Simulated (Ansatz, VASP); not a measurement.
**One calculation of MgS, two programs**

```
CELL_PARAMETERS angstrom
0.00000 2.84837 2.84837
2.84837 0.00000 2.84837
2.84837 2.84837 0.00000
ATOMIC_POSITIONS crystal
Mg 0.00000 0.00000 0.00000
S 0.25000 0.25000 0.25000
```

Alike in both runs: task single point; functional PBEsol; k mesh 13 × 13 × 13; occupations fermi-dirac, width 0.05 eV; no spin polarisation.

|  | VASP | Ansatz |
| --- | --- | --- |
| version | VASP 6.6.1 | Ansatz 0.2.0 |
| potentials or method | VASP PAW PBE potentials, release 64 (Mg, S), cutoff 520 eV | all-electron LAPW, scalar-relativistic |

```csv
,VASP,Ansatz,Ansatz less VASP
gap on the k mesh at the Fermi level (eV),3.21,3.21,-0.001
pressure (GPa),-1.4,-1.3,+0.08
```

VASP's potentials were made for PBE, not for PBEsol. Ansatz ran all-electron here, and VASP with PAW potentials.
